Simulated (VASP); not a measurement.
Input of a VASP 6.6.1 run:

File INCAR:

```
SYSTEM = Cu
PREC     = Accurate       ! precision mode
ENCUT    = 520            ! plane-wave cutoff, eV
EDIFF    = 1E-6           ! SCF threshold, eV
ISMEAR   = -1             ! smearing method
SIGMA    = 0.05           ! smearing width, eV
LREAL    = .FALSE.        ! projectors in reciprocal space
LASPH    = .TRUE.         ! aspherical terms in the spheres
NELM     = 60             ! most SCF steps
ALGO     = Normal         ! electronic algorithm
ISIF     = 2              ! what is computed and relaxed
LWAVE    = .FALSE.        ! write WAVECAR
LCHARG   = .FALSE.        ! write CHGCAR
NBANDS   = 18             ! bands
```

The input KPOINTS:

```
Automatic mesh
0
G
  12 12 7
  0 0 0
```

The input POSCAR:

```
Cu
1.0
    2.5508792560      0.0000000000      0.0000000000
   -1.2754396280      2.2091262377      0.0000000000
    0.0000000000      0.0000000000      4.1398073633
Cu
2
Direct
    0.6666666667      0.3333333333      0.7500000000
    0.3333333333      0.6666666667      0.2500000000
```

Potentials or basis: VASP PAW LDA potentials, release 64 (Cu).

The run is started by

```sh
$ cat potpaw_LDA.64/Cu/POTCAR > POTCAR
$ mpirun -np 1 vasp_std > vasp.out
```

(1) Predict the band gap on the k mesh.

(2) Estimate the pressure.

Answers

(1) zero (band 11 reaches 11.48 eV, above the bottom of band 12 at 5.57 eV).

(2) -9.8 GPa.
